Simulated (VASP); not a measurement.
Wanted: the native input for a VASP 6.6.1 run.

| Quantity | Value |
| --- | --- |
| Task | single point |
| Functional | LDA |
| Potentials or basis | VASP PAW LDA potentials, release 64 (Pb_d) |
| Cutoff | 520 eV |
| k mesh | 18 × 18 × 18 |
| Occupations | gaussian, width 0.15 eV |
| Spin | no spin polarisation |
| Dipole correction | no |
| Further INCAR settings | ALGO = Fast; EDIFF = 1e-06; NBANDS = 13 |

The structure of Pb lies in POSCAR:

```
Pb
1.0
   -1.9796595667      1.9796595667      1.9301680775
    1.9796595667     -1.9796595667      1.9301680775
    1.9796595667      1.9796595667     -1.9301680775
Pb
1
Direct
    0.0000000000      0.0000000000      0.0000000000
```

This cell differs from its parent crystal: strain +0.000 along x and y, -0.025 along z.

The input as run:

INCAR

```
ALGO = Fast
EDIFF = 1E-6
ENCUT = 520
ISIF = 2
ISMEAR = 0
LASPH = True
LCHARG = True
LELF = True
LREAL = False
LVHAR = True
LWAVE = False
NBANDS = 13
NELM = 80
PREC = Accurate
SIGMA = 0.15
```

KPOINTS

```
k-points
0
Gamma
  18 18 18
```

Potentials or basis: VASP PAW LDA potentials, release 64 (Pb_d).

Run with:

```bash
$ cat potpaw_LDA.64/Pb_d/POTCAR > POTCAR
$ mpirun -np 1 vasp_std > vasp.out
```

Results of the run:

```
Pressure               : -2.0 GPa
Band gap on the k mesh : zero (bands 7 and 8 overlap by 9.56 eV)
```

Caveat: the cell differs from its parent crystal (strain +0.000 along x and y, -0.025 along z); spin-orbit coupling is left out, which moves the levels of the heavy elements.

Wall time 91 s on 1 thread of Intel(R) Xeon(R) 6975P-C (Granite Rapids) (shared host), peak memory 0.28 GiB.
